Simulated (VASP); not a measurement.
The system is CuO.

```xyz
2
Lattice="0.0000 2.3427 2.3427 2.3427 0.0000 2.3427 2.3427 2.3427 0.0000" Properties=species:S:1:pos:R:3 pbc="T T T"
Cu    0.0000    0.0000    0.0000
O     1.1713    1.1713    1.1713
```

Base run:

* Program: VASP 6.6.1
* Functional: BLYP
* Potentials or basis: VASP PAW PBE potentials, release 64 (Cu, O)
* Cutoff: 520 eV
* k mesh: 10 × 10 × 10
* Occupations: fermi-dirac, width 0.05 eV
* Spin: no spin polarisation

Its results: pressure -6.6 GPa.

The run is repeated on the same cell with these changes: functional from BLYP to PBEsol; further incar settings from ALGO = Normal; EDIFF = 1e-07; NBANDS = 16 to ALGO = Normal; EDIFF = 1e-06; NBANDS = 16. What comes out?

Pressure -16.7 GPa.

Caveats: the PAW data sets were made with another functional, which shifts forces and pressure a little; an odd number of electrons without spin polarisation forces a metal; a magnetic or distorted state may lie lower.
